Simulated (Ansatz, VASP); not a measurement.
## Be in VASP and in Ansatz

```xyz
2
Lattice="-1.5177 1.2440 1.1102 1.2440 -1.5177 1.1102 2.7398 2.7398 -1.6115" Properties=species:S:1:pos:R:3 pbc="T T T"
Be    1.3371    3.8688   -0.5012
Be    0.4277    2.0384    0.3045
```

Alike in both runs: task single point; functional RPBE; k mesh 29 × 29 × 14; occupations fermi-dirac, width 0.1 eV; no spin polarisation.

```csv
,VASP,Ansatz
version,VASP 6.6.1,Ansatz 0.2.0
potentials or method,"VASP PAW PBE potentials, release 64 (Be), cutoff 520 eV","plane waves (420 eV) with PAW, scalar-relativistic"
valence electrons in the cell,4,4
```

```csv
,VASP,Ansatz,Ansatz less VASP
pressure (GPa),5.2,5.2,-0.03
"traceless stress, the component that is largest in VASP (GPa)",0.94,0.91,-0.029
```

VASP's potentials were made for PBE, not for RPBE. The functional is the same, so the differences come from potentials, cutoffs and numerics.
